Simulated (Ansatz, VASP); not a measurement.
YBe: VASP beside Ansatz

The input INCAR:

```
PREC = Accurate ; ENCUT = 600
EDIFF = 1E-7 ; ISMEAR = 0
SIGMA = 0.1 ; LREAL = False
LASPH = True ; NELM = 80
ALGO = Normal ; ISIF = 3
LWAVE = False ; LCHARG = False
GGA = PE ; IBRION = 2
NSW = 90 ; EDIFFG = -0.04
```

Contents of KPOINTS:

```
regular mesh
0
Gamma
  6 6 6
```

Contents of POSCAR:

```
YBe
1.0
    3.3431392580      0.0000000000      0.0000000000
    0.0000000000      3.3431392580      0.0000000000
    0.0000000000      0.0000000000      3.5402806327
Y Be
1 1
Direct
    0.5000000000      0.5000000000      0.5000000000
    0.0000000000      0.0000000000      0.0000000000
```

Input for Ansatz:

```yaml
crystal:
  lattice:
    - [3.343139258, 0.0, 0.0]
    - [0.0, 3.343139258, 0.0]
    - [0.0, 0.0, 3.5402806327]
  atoms:
    - { symbol: "Y", position: [0.5, 0.5, 0.5] }
    - { symbol: Be, position: [0.0, 0.0, 0.0] }
basis:
  ecutwfc: 420
kpoints:
  mp_grid: { grid: [6, 6, 6] }
hamiltonian:
  xc: pbe
scf:
  occupations: { method: gaussian, width: 0.1 }
  lower_state_search: "off"
output:
  forces: true
  stress: true
  eigenvalues: true
relax:
  adjacent_minimum: "off"
  f_tol: 0.04
  max_steps: 70
  cell: { stress_tol: 0.4 }
```

Alike in both runs: task relaxation of cell and atoms; functional PBE; k mesh 6 × 6 × 6; occupations gaussian, width 0.1 eV; no spin polarisation.

```csv
,VASP,Ansatz
version,VASP 6.6.1,Ansatz 0.2.0
potentials or method,"VASP PAW PBE potentials, release 64 (Y_sv, Be), cutoff 600 eV","scalar-relativistic, plane waves, PAW"
valence electrons in the cell,13,13
```

```csv
,VASP,Ansatz,Ansatz less VASP
"gap on the k mesh at the Fermi level, each at its own relaxed structure (eV)",none,none,-
relaxed volume (Å³/atom),19.94,20.04,+0.098
relaxed cell length with the largest relative difference (Å),3.414,3.421,+0.0071
```

A gap of «none» marks a metal or a gap that the smearing closes.
